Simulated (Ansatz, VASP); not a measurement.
## One calculation of Ti4Bi2Te, two programs

```
Ti Bi Te
1.0
     5.39879    0.00000    0.00000
    -2.69939    4.67549    0.00000
     0.00000    0.00000    7.39294
Ti Bi Te
4 2 1
Direct
  0.33333 0.66667 0.50000
  0.66667 0.33333 0.50000
  0.00000 0.00000 0.35169
  0.00000 0.00000 0.64831
  0.33333 0.66667 0.00000
  0.66667 0.33333 0.00000
  0.00000 0.00000 0.00000
```

Alike in both runs: functional PBE; k mesh 4 × 4 × 2; occupations gaussian, width 0.2 eV; no spin polarisation.

Ansatz relaxed the structure, and its values are those at the end. VASP's run is a single point on that final structure, the one shown.

|  | VASP | Ansatz |
| --- | --- | --- |
| version | VASP 6.6.1 | Ansatz 0.2.0 |
| potentials or method | VASP PAW PBE potentials, release 64 (Ti_sv, Bi_d, Te), cutoff 520 eV | scalar-relativistic, plane waves, PAW |
| valence electrons in the cell | 84 | 94 |

VASP gave:

| Quantity | Value |
| --- | --- |
| gap on the k mesh at the Fermi level (eV) | none |
| pressure (GPa) | 0.3 |
| rms of the force components (eV/Å) | 0.050 |

Task: What did Ansatz give for the same quantities?

Result: gap on the k mesh at the Fermi level (eV): none; pressure (GPa): 0.3; rms of the force components (eV/Å): 0.022.

A gap of «none» marks a metal or a gap that the smearing closes. VASP's potentials hold 84 valence electrons a cell and Ansatz's 94, so a difference there can come from the potentials and not from the codes.

The k mesh is coarse, so the values compare programs but aren't converged. Spin-orbit coupling is off throughout.
